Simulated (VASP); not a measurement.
# Si in VASP: single point with PBEsol

Aim: the single point of Si with PBEsol.

Everything below comes from runs of VASP 6.6.1. Logs are shortened: lines on timing, memory, paths and dates and some standing lists are left out, and cuts for length are marked.

### 1 The cell of the first run

The cell holds a slab with vacuum, 6 atoms: a = 3.842 Å, b = 3.842 Å, c = 22.791 Å, α = 90.00°, β = 90.00°, γ = 90.00°.

### 2 Single point, PBEsol

File POSCAR:

```
Si
1.0
    3.8418213899      0.0000000000      0.0000000000
    0.0000000000      3.8418213899      0.0000000000
    0.0000000000      0.0000000000     22.7914000000
Si
6
Direct
    0.7500000000      0.0000000000      0.3510086065
    0.2500000000      0.0000000000      0.4106051639
    0.2500000000      0.5000000000      0.4702017213
    0.7500000000      0.5000000000      0.5297982787
    0.7500000000      0.0000000000      0.5893948361
    0.2500000000      0.0000000000      0.6489913935
```

File INCAR.step1:

```
SYSTEM = Si
ALGO = Normal ; DIPOL = 0.5 0.5 0.500
EDIFF = 1E-6 ; ENCUT = 520
GGA = PS ; IDIPOL = 3
ISIF = 2 ; ISMEAR = -1
LASPH = .TRUE. ; LCHARG = .TRUE.
LDIPOL = .TRUE. ; LREAL = .FALSE.
LWAVE = .FALSE. ; NBANDS = 21
NELM = 100 ; PREC = Accurate
SIGMA = 0.02
```

File KPOINTS.step1:

```
k-points
0
G
  8 8 1
  0 0 0
```

File INCAR.step2:

```
SYSTEM = Si
ALGO = Normal ; DIPOL = 0.5 0.5 0.500
EDIFF = 1E-6 ; ENCUT = 520
GGA = PS ; ICHARG = 11
IDIPOL = 3 ; ISIF = 2
ISMEAR = -5 ; LASPH = .TRUE.
LCHARG = .FALSE. ; LDIPOL = .TRUE.
LORBIT = 10 ; LREAL = .FALSE.
LWAVE = .FALSE. ; NBANDS = 21
NEDOS = 2001 ; NELM = 100
PREC = Accurate ; SIGMA = 0.02
```

File KPOINTS.step2:

```
k-points
0
G
  12 12 1
  0 0 0
```

Potentials or basis: VASP PAW PBE potentials, release 64 (Si).

On the command line:

```bash
$ cat potpaw_PBE.64/Si/POTCAR > POTCAR
$ cp INCAR.step1 INCAR
$ cp KPOINTS.step1 KPOINTS
$ mpirun -np 1 vasp_std > vasp.out
$ cp INCAR.step2 INCAR
$ cp KPOINTS.step2 KPOINTS
$ mpirun -np 1 vasp_std > vasp.out
```

OUTCAR:

```text
SYSTEM = Si
   EDIFF = 1E-6
   ENCUT = 520
   GGA = PS
   ICHARG = 11
   ISIF = 2
   ISMEAR = -5
   LASPH = .TRUE.
   LORBIT = 10
   LREAL = .FALSE.
   NELM = 100
   PREC = Accurate

 ion  position               nearest neighbor table
   1  0.750  0.000  0.351-   2 2.35   2 2.35
   2  0.250  0.000  0.411-   1 2.35   3 2.35   3 2.35   1 2.35
   3  0.250  0.500  0.470-   2 2.35   4 2.35   2 2.35   4 2.35
   4  0.750  0.500  0.530-   3 2.35   5 2.35   5 2.35   3 2.35
   5  0.750  0.000  0.589-   4 2.35   6 2.35   4 2.35   6 2.35
   6  0.250  0.000  0.649-   5 2.35   5 2.35

  LATTYP: Found a simple tetragonal cell.
 ALAT       =     3.8418213899
 C/A-ratio  =     5.9324465369

  Lattice vectors:

 A1 = (   3.8418213899,   0.0000000000,   0.0000000000)
 A2 = (   0.0000000000,   3.8418213899,   0.0000000000)
 A3 = (   0.0000000000,   0.0000000000,  22.7914000000)

Analysis of symmetry for initial positions (statically):
=====================================================================
 Subroutine PRICEL returns:
 Original cell was already a primitive cell.

 Routine SETGRP: Setting up the symmetry group for a
 simple tetragonal supercell.

 Subroutine GETGRP returns: Found  8 space group operations
 (whereof  4 operations were pure point group operations)
 out of a pool of 16 trial point group operations.

The static configuration has the point symmetry C_2h.
 The point group associated with its full space group is D_2h.

Analysis of symmetry for dynamics (positions and initial velocities):
=====================================================================
 Subroutine PRICEL returns:
 Original cell was already a primitive cell.

 Routine SETGRP: Setting up the symmetry group for a
 simple tetragonal supercell.

 Subroutine GETGRP returns: Found  8 space group operations
 (whereof  4 operations were pure point group operations)
 out of a pool of 16 trial point group operations.

The dynamic configuration has the point symmetry C_2h.
 The point group associated with its full space group is D_2h.

 Subroutine INISYM returns: Found  8 space group operations
 (whereof  4 operations are pure point group operations),
 and found     1 'primitive' translations

----------------------------------------------------------------------------------------

                                     Primitive cell

  volume of cell :     336.3918

  direct lattice vectors                    reciprocal lattice vectors
     3.841821390  0.000000000  0.000000000     0.260293204  0.000000000  0.000000000
     0.000000000  3.841821390  0.000000000     0.000000000  0.260293204  0.000000000
     0.000000000  0.000000000 22.791400000     0.000000000  0.000000000  0.043876199

  length of vectors
     3.841821390  3.841821390 22.791400000     0.260293204  0.260293204  0.043876199

  position of ions in fractional coordinates (direct lattice)
     0.750000000  0.000000000  0.351008607
     0.250000000  0.000000000  0.410605164
     0.250000000  0.500000000  0.470201721
     0.750000000  0.500000000  0.529798279
     0.750000000  0.000000000  0.589394836
     0.250000000  0.000000000  0.648991393

  ion indices of the primitive-cell ions
   primitive index   ion index
                 1           1
                 2           2
                 3           3
                 4           4
                 5           5
                 6           6

----------------------------------------------------------------------------------------

 KPOINTS: k-points

Automatic generation of k-mesh.
 Grid dimensions read from file:
 generate k-points for:   12   12    1

 Generating k-lattice:

  Cartesian coordinates                     Fractional coordinates (reciprocal lattice)
     0.021691100  0.000000000  0.000000000     0.083333333  0.000000000  0.000000000
     0.000000000  0.021691100  0.000000000     0.000000000  0.083333333  0.000000000
     0.000000000  0.000000000  0.043876199     0.000000000  0.000000000  1.000000000

  Length of vectors
     0.021691100  0.021691100  0.043876199

  Shift w.r.t. Gamma in fractional coordinates (k-lattice)
     0.000000000  0.000000000  0.000000000

 TETIRR: Found    432 inequivalent tetrahedra from      864

 Subroutine IBZKPT returns following result:
 ===========================================

 Found     49 irreducible k-points:

 Following reciprocal coordinates:
            Coordinates               Weight
  0.000000  0.000000  0.000000      1.000000
  0.083333  0.000000  0.000000      2.000000
  0.000000  0.083333  0.000000      2.000000
  0.166667  0.000000  0.000000      2.000000
  0.000000  0.166667  0.000000      2.000000
  0.250000  0.000000  0.000000      2.000000
[... 16 lines left out ...]
  0.500000  0.083333  0.000000      2.000000
 -0.083333  0.500000  0.000000      2.000000
 [... further k-points ...]
   k-points           NKPTS =     49   k-points in BZ     NKDIM =     49   number of bands    NBANDS=     21
   number of dos      NEDOS =   2001   number of ions     NIONS =      6
   total plane-waves  NPLWV = 162000
   dimension x,y,z NGX =    30 NGY =   30 NGZ =  180
   dimension x,y,z NGXF=    60 NGYF=   60 NGZF=  360
   ions per type =               6
   NGX,Y,Z   is equivalent  to a cutoff of  12.98, 12.98, 13.13 a.u.
   NGXF,Y,Z  is equivalent  to a cutoff of  25.96, 25.96, 26.26 a.u.
 SYSTEM =  Si
   PREC   = accura    normal or accurate (medium, high low for compatibility)
   ISTART =      0    job   : 0-new  1-cont  2-samecut
   ICHARG =     11    charge: 1-file 2-atom 10-const
   ISPIN  =      1    spin polarized calculation?
   LNONCOLLINEAR =      F non collinear calculations
   LSORBIT =      F    spin-orbit coupling
   LASPH  =      T    aspherical Exc in radial PAW
   ENCUT  =  520.0 eV  38.22 Ry    6.18 a.u.   7.14  7.14 42.38*2*pi/ulx,y,z
   NELM   =    100;   NELMIN=  2; NELMDL=  0     # of ELM steps
   EDIFF  = 0.1E-05   stopping-criterion for ELM
   LREAL  =      F    real-space projection
   EDIFFG = 0.1E-04   stopping-criterion for IOM
   NSW    =      0    number of steps for IOM
   IBRION =     -1    ionic relax: 0-MD 1-quasi-New 2-CG
   NFREE  =      0    steps in history (QN), initial steepest desc. (CG)
   ISIF   =      2    stress and relaxation
   ISYM   =      2    0-nonsym 1-usesym 2-fastsym
   POTIM  = 0.5000    time-step for ionic-motion
   TEBEG  =    0.0;   TEEND  =   0.0 temperature during run
   PSTRESS=    0.0 pullay stress
   NELECT =      24.0000    total number of electrons
   NUPDOWN=      -1.0000    fix difference up-down
   EMIN   =  10.00;   EMAX   =-10.00  energy-range for DOS
   EFERMI =   0.00;   METHOD = LEGACY
   ISMEAR =    -5;   SIGMA  =   0.02  broadening in eV -4-tet -1-fermi 0-gaus
   EFERMI_NEDOS =   21; number of points for ismear=-14 and -15
   IALGO  =     38    algorithm
   IMIX   =      4    mixing-type and parameters
     AMIX     =   0.40;   BMIX     =  1.00
     AMIX_MAG =   1.60;   BMIX_MAG =  1.00
  volume/ion in A,a.u.               =      56.07       378.35
  Fermi-wavevector in a.u.,A,eV,Ry     =   0.678990  1.283105  6.272661  0.461028
  Thomas-Fermi vector in A             =   1.757056
   LORBIT       =     10    0 simple, 1 ext, 2 COOP (PROOUT), +10 PAW based schemes
   GGA     = PS    functional components
   LHFCALC =     F    Hartree Fock is set to
   AEXX    =    0.0000 exact exchange contribution
   IVDW    =     0    specifies the selected vdW correction
   LEPSILON=     F    determine dielectric tensor
   LRPA    =     F    only Hartree local field effects (RPA)
 non-spin polarized calculation
 Fermi weights with tetrahedron method with Bloechl corrections
  energy-cutoff  :      520.00
  volume of cell :      336.39
 maximum number of plane-waves:      9098
 NGX is ok and might be reduce to    30

 number of electron      23.9999999 magnetization

 dipolmoment           0.000000      0.000000     -0.000000 electrons x Angstroem

 Free energy of the ion-electron system (eV)
  ---------------------------------------------------
  ext. energy  EPLUGINS =         0.00000000
  ---------------------------------------------------
  free energy    TOTEN  =       -30.35376940 eV

  energy without entropy =      -30.35376940  energy(sigma->0) =      -30.35376940

 E-fermi :  -1.4206     XC(G=0):  -4.2272

 val. band max:       -1.3762533405   @ k =   0.5000   0.3333   0.0000
 cond. band min:      -1.4427948475   @ k =  -0.1667   0.5000   0.0000
 fundamental gap:     -0.0665415070
 Fermi energy:        -1.4205604806

 k-point     1 :       0.0000    0.0000    0.0000
  band No.  band energies     occupation
      1     -12.7705      2.00000
      2     -11.5489      2.00000
      3      -9.7502      2.00000
      4      -7.4657      2.00000
      5      -4.8422      2.00000
      6      -3.7096      2.00000
[... 13 lines left out ...]
     20       2.3505      0.00000
     21       3.5279      0.00000

 k-point     2 :       0.0833    0.0000    0.0000
  band No.  band energies     occupation
      1     -12.7113      2.00000
      2     -11.4946      2.00000
      3      -9.6867      2.00000
      4      -7.5043      2.00000
      5      -4.9708      2.00000
      6      -4.0671      2.00000
[... 13 lines left out ...]
     20       2.4618      0.00000
     21       3.6446      0.00000
[... 487 lines left out ...]
      5      -7.2455      2.00000
      6      -7.2455      2.00000
[... 13 lines left out ...]
     20       2.4522      0.00000
     21       4.0382      0.00000

 k-point    24 :      -0.0833    0.5000    0.0000
  band No.  band energies     occupation
      1     -10.9669      2.00000
      2     -10.6270      2.00000
      3     -10.4061      2.00000
      4      -7.6173      2.00000
      5      -6.9116      2.00000
      6      -5.7281      2.00000
[... 13 lines left out ...]
     20       3.0330      0.00000
     21       3.3774      0.00000

 [... further k-points ...]

------------------------ aborting loop because EDIFF is reached ----------------------------------------

 vacuum level on the upper side and lower side of the slab       (xc-potential included)        -0.105        -0.105

  FORCE on cell =-STRESS in cart. coord.  units (eV):
  Direction    XX          YY          ZZ          XY          YZ          ZX
  --------------------------------------------------------------------------------------
  -------------------------------------------------------------------------------------
  Total       -1.0252317     -3.3251808     -0.4536859      0.0000000      0.0000000      0.0000000
  in kB       -4.8830058    -15.8372768     -2.1608295      0.0000000      0.0000000      0.0000000
  external PRESSURE =      -7.6270374 kB  Pullay stress =       0.0000000 kB

 VOLUME and BASIS-vectors are now :
 -----------------------------------------------------------------------------
  energy-cutoff  :      520.00
  volume of cell :      336.39
      direct lattice vectors                 reciprocal lattice vectors
     3.841821390  0.000000000  0.000000000     0.260293204  0.000000000  0.000000000
     0.000000000  3.841821390  0.000000000     0.000000000  0.260293204  0.000000000
     0.000000000  0.000000000 22.791400000     0.000000000  0.000000000  0.043876199

 POSITION                                       TOTAL-FORCE (eV/Angst)
 -----------------------------------------------------------------------------------
      2.88137      0.00000      7.99998        -0.000000      0.000000      0.144990
      0.96046      0.00000      9.35827        -0.000000      0.000000     -0.164521
      0.96046      1.92091     10.71656        -0.000000      0.000000      0.079768
      2.88137      1.92091     12.07484        -0.000000      0.000000     -0.079768
      2.88137      0.00000     13.43313        -0.000000      0.000000      0.164521
      0.96046      0.00000     14.79142         0.000000      0.000000     -0.144990
 -----------------------------------------------------------------------------------
    total drift:                               -0.000000     -0.000000     -0.000000

  FREE ENERGIE OF THE ION-ELECTRON SYSTEM (eV)
  ---------------------------------------------------
  free  energy   TOTEN  =       -30.3537694032 eV

  energy  without entropy=      -30.3537694032  energy(sigma->0) =      -30.35376940

 vacuum level on the upper side and lower side of the slab         3.803         3.803

 total charge

# of ion       s       p       d       tot
------------------------------------------
    1        0.861   0.718   0.000   1.579
    2        0.766   0.919   0.000   1.684
    3        0.772   0.901   0.000   1.673
    4        0.772   0.901   0.000   1.673
    5        0.766   0.919   0.000   1.684
    6        0.861   0.718   0.000   1.579
--------------------------------------------------
tot          4.798   5.075   0.000   9.872
```

Run time: 14 min. Hardware: 1 thread of Intel Xeon 8259CL, shared host; peak memory 0.5 GiB.

What came out:

- Valence electrons inside the program's atomic spheres: Si 1.58, 1.68, 1.67 (each value once)

Levels at points of the mesh, in eV from the Fermi level:
| k point | band 10 | band 11 | band 12 | band 13 | band 14 | band 15 |
| --- | --- | --- | --- | --- | --- | --- |
| (0.00, 0.00, 0.00) | -0.78 | -0.23 | 0.45 | 1.20 | 1.24 | 1.72 |
| (0.50, 0.00, 0.00) | -1.05 | -0.61 | -0.61 | 2.50 | 2.50 | 2.51 |
| (0.00, 0.50, 0.00) | -0.82 | -0.74 | -0.58 | 0.38 | 0.56 | 2.66 |
| (0.50, 0.50, 0.00) | -2.98 | -0.61 | -0.61 | -0.59 | -0.59 | 2.56 |

Caveat: the PAW data sets were made with another functional, which shifts forces and pressure a little.
